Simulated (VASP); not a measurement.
# Se (P3_121) in VASP: dielectric tensor with r2SCAN

Aim: the dielectric tensor of Se with r2SCAN.

Everything below comes from runs of VASP 6.6.1. Logs are shortened: lines on timing, memory, paths and dates and some standing lists are left out, and cuts for length are marked.

### 1 The cell of the first run

Symmetry: P3_121, No. 152, trigonal system. The conventional cell has a = 4.293 Å, b = 4.293 Å, c = 5.041 Å, α = 90.00°, β = 90.00°, γ = 120.00°. Se (site symmetry 2) has 2 Se at 2.39 Å within 3.2 Å.

### 2 Dielectric tensor, r2SCAN

The input, INCAR:

```
PREC = Accurate
ENCUT = 520
EDIFF = 1E-8
ISMEAR = 0
SIGMA = 0.01
LREAL = False
LASPH = True
NELM = 60
ALGO = Normal
ISIF = 2
LWAVE = False
LCHARG = False
METAGGA = R2SCAN
LMIXTAU = True
LCALCEPS = True
```

The input, KPOINTS:

```
Automatic mesh
0
Gamma
  6 6 4
```

The input, POSCAR:

```
Se
1.0
    4.2926441753      0.0000000000      0.0000000000
   -2.1463220877      3.7175389052      0.0000000000
    0.0000000000      0.0000000000      5.0408601212
Se
3
Direct
    0.2284678487      0.0000000000      0.3333333333
    0.0000000000      0.2284678487      0.6666666667
    0.7715321513      0.7715321513      0.0000000000
```

Potentials or basis: VASP PAW PBE potentials, release 64 (Se).

The run is started by

```sh
$ cat potpaw_PBE.64/Se/POTCAR > POTCAR
$ mpirun -np 1 vasp_std > vasp.out
```

OUTCAR:

```text
PREC = Accurate
   ENCUT = 520
   EDIFF = 1E-8
   ISMEAR = 0
   LREAL = False
   LASPH = True
   NELM = 60
   ISIF = 2
   METAGGA = R2SCAN

 ion  position               nearest neighbor table
   1  0.228  0.000  0.333-   3 2.39   2 2.39
   2  0.000  0.228  0.667-   3 2.39   1 2.39
   3  0.772  0.772  0.000-   1 2.39   2 2.39

  LATTYP: Found a hexagonal cell.
 ALAT       =     4.2926441753
 C/A-ratio  =     1.1743018791

  Lattice vectors:

 A1 = (   4.2926441753,   0.0000000000,   0.0000000000)
 A2 = (  -2.1463220877,   3.7175389052,   0.0000000000)
 A3 = (   0.0000000000,   0.0000000000,   5.0408601212)

Analysis of symmetry for initial positions (statically):
=====================================================================
 Subroutine PRICEL returns:
 Original cell was already a primitive cell.

 Routine SETGRP: Setting up the symmetry group for a
 hexagonal supercell.

 Subroutine GETGRP returns: Found  6 space group operations
 (whereof  2 operations were pure point group operations)
 out of a pool of 24 trial point group operations.

The static configuration has the point symmetry C_2 .
 The point group associated with its full space group is D_3 .

Analysis of symmetry for dynamics (positions and initial velocities):
=====================================================================
 Subroutine PRICEL returns:
 Original cell was already a primitive cell.

 Routine SETGRP: Setting up the symmetry group for a
 hexagonal supercell.

 Subroutine GETGRP returns: Found  6 space group operations
 (whereof  2 operations were pure point group operations)
 out of a pool of 24 trial point group operations.

The dynamic configuration has the point symmetry C_2 .
 The point group associated with its full space group is D_3 .

 Subroutine INISYM returns: Found  6 space group operations
 (whereof  2 operations are pure point group operations),
 and found     1 'primitive' translations

----------------------------------------------------------------------------------------

                                     Primitive cell

  volume of cell :      80.4424

  direct lattice vectors                    reciprocal lattice vectors
     4.292644175  0.000000000  0.000000000     0.232956648  0.134497584  0.000000000
    -2.146322088  3.717538905  0.000000000     0.000000000  0.268995167  0.000000000
     0.000000000  0.000000000  5.040860121     0.000000000  0.000000000  0.198378843

[... 148 lines left out ...]
      5      -1.3341      2.00000
      6      -1.2532      2.00000
      7       0.4760      2.00000
      8       0.4760      2.00000
      9       2.0894      2.00000
     10   10000.0000      0.00000
     11   10000.0000      0.00000
     12   10000.0000      0.00000
     13   10000.0000      0.00000
[... 354 lines left out ...]
  band No.  band energies     occupation
      1     -12.2277      2.00000
      2     -12.2276      2.00000
      3      -8.5170      2.00000
      4      -3.4332      2.00000
      5      -2.6106      2.00000
      6      -2.6102      2.00000
      7       1.3726      2.00000
      8       2.3668      2.00000
      9       2.3669      2.00000
     10   10000.0000      0.00000
     11   10000.0000      0.00000
     12   10000.0000      0.00000
     13   10000.0000      0.00000

 [... further k-points ...]

------------------------ aborting loop because EDIFF is reached ----------------------------------------

            Ionic dipole moment: p[ion]=(     0.00000     0.00000     0.00000 ) |e| Angst

 Total electronic dipole moment: p[elc]=(    -0.00009     0.00005     5.09773 ) |e| Angst

 MACROSCOPIC STATIC DIELECTRIC TENSOR (including local field effects)
 ------------------------------------------------------
           8.952328    -0.000000     0.000000
          -0.000000     8.952328     0.000000
          -0.000000    -0.000000    13.793141
 ------------------------------------------------------

 PIEZOELECTRIC TENSOR (including local field effects) (e Angst)
          XX          YY          ZZ          XY          YZ          ZX
  --------------------------------------------------------------------------------
  x    -1.65985     1.65985     0.00000    -0.00000     0.11502     0.00000
  y    -0.00000    -0.00000    -0.00000     1.65985    -0.00000    -0.11501
  z     0.00000    -0.00000     0.00000    -0.00000     0.00000     0.00000

 PIEZOELECTRIC TENSOR (including local field effects) (C/m^2)
          XX          YY          ZZ          XY          YZ          ZX
  --------------------------------------------------------------------------------
  x    -0.33059     0.33059     0.00000    -0.00000     0.02291     0.00000
  y    -0.00000    -0.00000    -0.00000     0.33059    -0.00000    -0.02291
  z     0.00000    -0.00000     0.00000    -0.00000     0.00000     0.00000

 BORN EFFECTIVE CHARGES (including local field effects) (in |e|, cummulative output)
 ---------------------------------------------------------------------------------
 ion    1
    1     0.89635     0.00000    -0.00000
    2     0.00000    -0.89635     0.45569
    3    -0.00000     0.86779     0.00000
 ion    2
    1    -0.44818    -0.77626    -0.39464
    2    -0.77626     0.44818    -0.22784
    3    -0.75153    -0.43389     0.00000
 ion    3
    1    -0.44818     0.77626     0.39464
    2     0.77626     0.44818    -0.22784
    3     0.75153    -0.43389     0.00000

  FORCE on cell =-STRESS in cart. coord.  units (eV):
  Direction    XX          YY          ZZ          XY          YZ          ZX
  --------------------------------------------------------------------------------------
  -------------------------------------------------------------------------------------
  Total        0.4430853      0.4430853      0.3369132     -0.0000000      0.0000000     -0.0000000
  in kB        8.8249618      8.8249618      6.7103258     -0.0000000      0.0000000     -0.0000000
  external PRESSURE =       8.1200831 kB  Pullay stress =       0.0000000 kB

 VOLUME and BASIS-vectors are now :
 -----------------------------------------------------------------------------
  energy-cutoff  :      520.00
  volume of cell :       80.44
      direct lattice vectors                 reciprocal lattice vectors
     4.292644175  0.000000000  0.000000000     0.232956648  0.134497584  0.000000000
    -2.146322088  3.717538905  0.000000000     0.000000000  0.268995167  0.000000000
     0.000000000  0.000000000  5.040860121     0.000000000  0.000000000  0.198378843

 POSITION                                       TOTAL-FORCE (eV/Angst)
 -----------------------------------------------------------------------------------
      0.98073      0.00000      1.68029        -0.040828     -0.000000      0.000000
     -0.49037      0.84934      3.36057         0.020414     -0.035358     -0.000000
      1.65596      2.86820      0.00000         0.020414      0.035358     -0.000000
 -----------------------------------------------------------------------------------
    total drift:                               -0.000001     -0.000001     -0.000000

  FREE ENERGIE OF THE ION-ELECTRON SYSTEM (eV)
  ---------------------------------------------------
  free  energy   TOTEN  =       -42.9562395460 eV

  energy  without entropy=      -42.9562395460  energy(sigma->0) =      -42.95623955
```

OSZICAR:

```text
N       E                     dE             d eps       ncg     rms          rms(c)
DAV:   1     0.522816545758E+02    0.52282E+02   -0.75121E+03   624   0.118E+03
DAV:   2    -0.405308505665E+02   -0.92813E+02   -0.89439E+02   892   0.183E+02
[... 13 lines left out ...]
DMP:  29    -0.429562394721E+02   -0.28060E-07   -0.23499E-07   988   0.244E-07   0.661E-07
DMP:  30    -0.429562394943E+02   -0.22212E-07   -0.18623E-07   988   0.194E-07   0.523E-07
DMP:  31    -0.429562395119E+02   -0.17577E-07   -0.14815E-07   988   0.155E-07   0.415E-07
DMP:  32    -0.429562395259E+02   -0.14033E-07   -0.11828E-07   988   0.124E-07   0.331E-07
DMP:  33    -0.429562395371E+02   -0.11191E-07   -0.94747E-08   988   0.994E-08   0.265E-07
DMP:  34    -0.429562395460E+02   -0.88982E-08   -0.76142E-08   988   0.801E-08   0.212E-07
   1 F= -.42956240E+02 E0= -.42956240E+02  d E =-.465423E-16
```

Run time: 67 min. Hardware: 1 thread of AMD EPYC 9R45 (Zen 5), shared host; peak memory 0.43 GiB.

What came out:

```yaml
Band_gap_on_the_k_mesh: 1.06 eV (least direct gap 1.23 eV)
Electronic_dielectric_tensor_diagonal: 8.95, 8.95, 13.79
Born_charges_mean_of_the_diagonal: Se +0.00 e
```

Levels at points of the mesh, in eV from the valence-band top:
```tsv
k point	band 7	band 8	band 9	band 10	band 11	band 12
(0.00, 0.00, 0.00)	-2.06	-2.06	-0.44	2.00	2.00	2.43
(0.50, 0.00, 0.00)	-3.07	-1.79	-1.06	2.08	2.50	4.41
(0.00, 0.00, 0.50)	-1.52	-1.52	-1.29	1.35	1.48	1.48
(0.50, 0.00, 0.50)	-2.00	-1.54	0.00	1.71	3.02	3.09
```

Electronic dielectric tensor:
```
 8.95  0.00  0.00
 0.00  8.95  0.00
 0.00  0.00 13.79
```

Born effective charge tensors (e):
atom 1, Se
```
 0.90  0.00  0.00
 0.00 -0.90  0.46
 0.00  0.87  0.00
```
atom 2, Se
```
-0.45 -0.78 -0.39
-0.78  0.45 -0.23
-0.75 -0.43  0.00
```
atom 3, Se
```
-0.45  0.78  0.39
 0.78  0.45 -0.23
 0.75 -0.43  0.00
```

Dipole moments of the cell (e·Å, modulo the quantum): ionic 0.000, 0.000, 0.000; electronic 0.000, 0.000, 5.098

Caveat: the PAW data sets were made with another functional, which shifts forces and pressure a little.
